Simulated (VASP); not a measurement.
# BAs (F-43m) in VASP: single point with PBE

Aim: the single point of BAs with PBE.

Program: VASP 6.6.1. These are calculated values, not measurements. Logs are shortened: lines on timing, memory, paths and dates and some standing lists are left out, and cuts for length are marked.

## (1) The cell of the first run

Symmetry: F-43m, No. 216, cubic system. Conventional cell: a = 4.871 Å, b = 4.871 Å, c = 4.871 Å, α = 90.00°, β = 90.00°, γ = 90.00°. Within 2.8 Å of As (site symmetry -43m) lie 4 B at 2.11 Å. B (site symmetry -43m) has 4 As at 2.11 Å within 2.8 Å.

## (2) Single point, PBE, non-collinear spin, zero start, spin-orbit coupling

Input file INCAR:

```
  ALGO = Normal
  EDIFF = 1E-7
  ENCUT = 520
  GGA = PE
  GGA_COMPAT = False
  ISIF = 2
  ISMEAR = -1
  LASPH = True
  LCHARG = True
  LNONCOLLINEAR = True
  LORBIT = 11
  LORBMOM = True
  LREAL = False
  LSORBIT = True
  LVHAR = True
  LWAVE = False
  MAGMOM = 0 0 0 0 0 0
  NBANDS = 20
  NELM = 150
  PREC = Accurate
  SIGMA = 0.05
```

Input file KPOINTS:

```
k-points
0
Gamma
  10 10 10
```

Input file POSCAR:

```
BAs
1.0
    0.0000000000      2.4353452264      2.4353452264
    2.4353452264      0.0000000000      2.4353452264
    2.4353452264      2.4353452264      0.0000000000
As B
1 1
Direct
    0.7500000000      0.7500000000      0.7500000000
    0.0000000000      0.0000000000      0.0000000000
```

Potentials or basis: VASP PAW PBE potentials, release 64 (As, B).

Started as:

```sh
cat potpaw_PBE.64/As/POTCAR potpaw_PBE.64/B/POTCAR > POTCAR
mpirun -np 1 vasp_ncl > vasp.out
```

OUTCAR:

```text
EDIFF = 1E-7
   ENCUT = 520
   GGA = PE
   ISIF = 2
   ISMEAR = -1
   LASPH = True
   LNONCOLLINEAR = True
   LORBIT = 11
   LREAL = False
   LSORBIT = True
   NELM = 150
   PREC = Accurate

 ion  position               nearest neighbor table
   1  0.750  0.750  0.750-   2 2.11   2 2.11   2 2.11   2 2.11
   2  0.000  0.000  0.000-   1 2.11   1 2.11   1 2.11   1 2.11

  LATTYP: Found a face centered cubic cell.
 ALAT       =     4.8706904528

  Lattice vectors:

 A1 = (   0.0000000000,   2.4353452264,   2.4353452264)
 A2 = (   2.4353452264,   0.0000000000,   2.4353452264)
 A3 = (   2.4353452264,   2.4353452264,   0.0000000000)

Analysis of symmetry for initial positions (statically):
=====================================================================
 Subroutine PRICEL returns:
 Original cell was already a primitive cell.

 Routine SETGRP: Setting up the symmetry group for a
 face centered cubic supercell.

 Subroutine GETGRP returns: Found 24 space group operations
 (whereof 24 operations were pure point group operations)
 out of a pool of 48 trial point group operations.

The static configuration has the point symmetry T_d .

Analysis of symmetry for dynamics (positions and initial velocities):
=====================================================================
 Subroutine PRICEL returns:
 Original cell was already a primitive cell.

 Routine SETGRP: Setting up the symmetry group for a
 face centered cubic supercell.

 Subroutine GETGRP returns: Found 24 space group operations
 (whereof 24 operations were pure point group operations)
 out of a pool of 48 trial point group operations.

The dynamic configuration has the point symmetry T_d .

Analysis of structural, dynamic, and magnetic symmetry:
=====================================================================
 Subroutine PRICEL returns:
 Original cell was already a primitive cell.

 Routine SETGRP: Setting up the symmetry group for a
 face centered cubic supercell.

 Subroutine GETGRP returns: Found 24 space group operations
 (whereof 24 operations were pure point group operations)
 out of a pool of 48 trial point group operations.

The overall configuration has the point symmetry T_d .

 Subroutine INISYM returns: Found 24 space group operations
 (whereof 24 operations are pure point group operations),
 and found     1 'primitive' translations

----------------------------------------------------------------------------------------

                                     Primitive cell

  volume of cell :      28.8876

  direct lattice vectors                    reciprocal lattice vectors
     0.000000000  2.435345226  2.435345226    -0.205309701  0.205309701  0.205309701
     2.435345226  0.000000000  2.435345226     0.205309701 -0.205309701  0.205309701
     2.435345226  2.435345226  0.000000000     0.205309701  0.205309701 -0.205309701

  length of vectors
     3.444098248  3.444098248  3.444098248     0.355606833  0.355606833  0.355606833

  position of ions in fractional coordinates (direct lattice)
     0.750000000  0.750000000  0.750000000
     0.000000000  0.000000000  0.000000000

  ion indices of the primitive-cell ions
   primitive index   ion index
                 1           1
                 2           2

----------------------------------------------------------------------------------------

 KPOINTS: k-points

Automatic generation of k-mesh.
 Grid dimensions read from file:
 generate k-points for:   10   10   10

 Generating k-lattice:

  Cartesian coordinates                     Fractional coordinates (reciprocal lattice)
    -0.020530970  0.020530970  0.020530970     0.100000000  0.000000000  0.000000000
     0.020530970 -0.020530970  0.020530970     0.000000000  0.100000000  0.000000000
     0.020530970  0.020530970 -0.020530970     0.000000000  0.000000000  0.100000000
[... 99 lines left out ...]

 number of electron       7.9999999 magnetization      -0.0000000     -0.0000000     -0.0000000

 Free energy of the ion-electron system (eV)
  ---------------------------------------------------
  ext. energy  EPLUGINS =         0.00000000
  ---------------------------------------------------
  free energy    TOTEN  =       -11.41178475 eV

  energy without entropy =      -11.41178468  energy(sigma->0) =      -11.41178471

 E-fermi :   6.1209     XC(G=0): -10.3333

 val. band max:        5.5641385449   @ k =   0.0000   0.0000   0.0000
 cond. band min:       6.7324659058   @ k =   0.4000   0.4000   0.0000
 fundamental gap:      1.1683273609
 Fermi energy:         6.1208943341

 k-point     1 :       0.0000    0.0000    0.0000
  band No.  band energies     occupation
      1      -9.3836      1.00000
      2      -9.3836      1.00000
      3       5.3561      1.00000
      4       5.3561      1.00000
      5       5.5641      0.99999
      6       5.5641      0.99999
[... 541 lines left out ...]
     19      16.8816      0.00000
     20      16.8979      0.00000

 [... further k-points ...]

------------------------ aborting loop because EDIFF is reached ----------------------------------------

  FORCE on cell =-STRESS in cart. coord.  units (eV):
  Direction    XX          YY          ZZ          XY          YZ          ZX
  --------------------------------------------------------------------------------------
  -------------------------------------------------------------------------------------
  Total       -0.7441121     -0.7441121     -0.7441121      0.0000000      0.0000000      0.0000000
  in kB      -41.2702732    -41.2702732    -41.2702732      0.0000000      0.0000000      0.0000000
  external PRESSURE =     -41.2702732 kB  Pullay stress =       0.0000000 kB

 VOLUME and BASIS-vectors are now :
 -----------------------------------------------------------------------------
  energy-cutoff  :      520.00
  volume of cell :       28.89
      direct lattice vectors                 reciprocal lattice vectors
     0.000000000  2.435345226  2.435345226    -0.205309701  0.205309701  0.205309701
     2.435345226  0.000000000  2.435345226     0.205309701 -0.205309701  0.205309701
     2.435345226  2.435345226  0.000000000     0.205309701  0.205309701 -0.205309701

 POSITION                                       TOTAL-FORCE (eV/Angst)
 -----------------------------------------------------------------------------------
      3.65302      3.65302      3.65302        -0.000000     -0.000000      0.000000
      0.00000      0.00000      0.00000         0.000000      0.000000     -0.000000
 -----------------------------------------------------------------------------------
    total drift:                                0.000000      0.000000      0.000000

  FREE ENERGIE OF THE ION-ELECTRON SYSTEM (eV)
  ---------------------------------------------------
  free  energy   TOTEN  =       -11.4117847524 eV

  energy  without entropy=      -11.4117846754  energy(sigma->0) =      -11.41178471

 orbital moment (x)

 # of ion     p       d       tot
 ----------------------------------------
  1         0.000  -0.000   0.000
  2        -0.000   0.000  -0.000
 ----------------------------------------
            0.000  -0.000   0.000

 orbital moment (y)

 # of ion     p       d       tot
 ----------------------------------------
  1         0.000   0.000   0.000
  2         0.000   0.000   0.000
 ----------------------------------------
            0.000   0.000   0.000

 orbital moment (z)

 # of ion     p       d       tot
 ----------------------------------------
  1         0.000   0.000   0.000
  2        -0.000   0.000  -0.000
 ----------------------------------------
            0.000   0.000   0.000

 Spin-Orbit-Coupling matrix elements

 Ion:    1  E_soc:     -0.0212894
 l=   1
     0.0000000    -0.0035248    -0.0035248
    -0.0035248     0.0000000    -0.0035248
    -0.0035248    -0.0035248     0.0000000
 l=   2
     0.0000000    -0.0000120     0.0000000    -0.0000120    -0.0000114
    -0.0000120     0.0000000    -0.0000085    -0.0000120    -0.0000028
     0.0000000    -0.0000085     0.0000000    -0.0000085     0.0000000
    -0.0000120    -0.0000120    -0.0000085     0.0000000    -0.0000028
    -0.0000114    -0.0000028     0.0000000    -0.0000028     0.0000000
 l=   3
     0.0000000     0.0000000     0.0000000     0.0000000     0.0000000     0.0000000     0.0000000
     0.0000000     0.0000000     0.0000000     0.0000000     0.0000000     0.0000000     0.0000000
     0.0000000     0.0000000     0.0000000     0.0000000     0.0000000     0.0000000     0.0000000
     0.0000000     0.0000000     0.0000000     0.0000000     0.0000000     0.0000000     0.0000000
     0.0000000     0.0000000     0.0000000     0.0000000     0.0000000     0.0000000     0.0000000
     0.0000000     0.0000000     0.0000000     0.0000000     0.0000000     0.0000000     0.0000000
     0.0000000     0.0000000     0.0000000     0.0000000     0.0000000     0.0000000     0.0000000

 Ion:    2  E_soc:     -0.0000100
 l=   1
     0.0000000    -0.0000017    -0.0000017
    -0.0000017     0.0000000    -0.0000017
    -0.0000017    -0.0000017     0.0000000
 l=   2
     0.0000000     0.0000000     0.0000000     0.0000000     0.0000000
     0.0000000     0.0000000     0.0000000     0.0000000     0.0000000
     0.0000000     0.0000000     0.0000000     0.0000000     0.0000000
     0.0000000     0.0000000     0.0000000     0.0000000     0.0000000
     0.0000000     0.0000000     0.0000000     0.0000000     0.0000000
 l=   3
     0.0000000     0.0000000     0.0000000     0.0000000     0.0000000     0.0000000     0.0000000
     0.0000000     0.0000000     0.0000000     0.0000000     0.0000000     0.0000000     0.0000000
     0.0000000     0.0000000     0.0000000     0.0000000     0.0000000     0.0000000     0.0000000
     0.0000000     0.0000000     0.0000000     0.0000000     0.0000000     0.0000000     0.0000000
     0.0000000     0.0000000     0.0000000     0.0000000     0.0000000     0.0000000     0.0000000
     0.0000000     0.0000000     0.0000000     0.0000000     0.0000000     0.0000000     0.0000000
     0.0000000     0.0000000     0.0000000     0.0000000     0.0000000     0.0000000     0.0000000

 total charge

# of ion       s       p       d       tot
------------------------------------------
    1        1.175   1.616   0.078   2.869
    2        0.653   1.118   0.000   1.771
--------------------------------------------------
tot          1.828   2.734   0.078   4.639

 magnetization (x)

# of ion       s       p       d       tot
------------------------------------------
    1       -0.000   0.000   0.000   0.000
    2        0.000  -0.000   0.000   0.000
--------------------------------------------------
tot          0.000  -0.000   0.000   0.000

 magnetization (y)

# of ion       s       p       d       tot
------------------------------------------
    1        0.000   0.000  -0.000   0.000
    2        0.000  -0.000   0.000   0.000
--------------------------------------------------
tot          0.000  -0.000  -0.000   0.000

 magnetization (z)

# of ion       s       p       d       tot
------------------------------------------
    1        0.000  -0.000   0.000  -0.000
    2       -0.000   0.000   0.000   0.000
--------------------------------------------------
tot         -0.000   0.000   0.000   0.000
```

Wall time 71 s (1 thread of Intel Xeon 6975P-C (Granite Rapids), shared host); peak memory 0.27 GiB.

What came out:

```yaml
Free_energy: -11.4118 eV
Pressure: -4.1 GPa
Net_moment: 0.00 μB per cell
Valence_electrons_inside_the_program's_atomic_spheres: As 2.87; B 1.77
```

Moments on the atoms (μB; x, y, z):
```
As  0.00 0.00 0.00
B   0.00 0.00 0.00
```
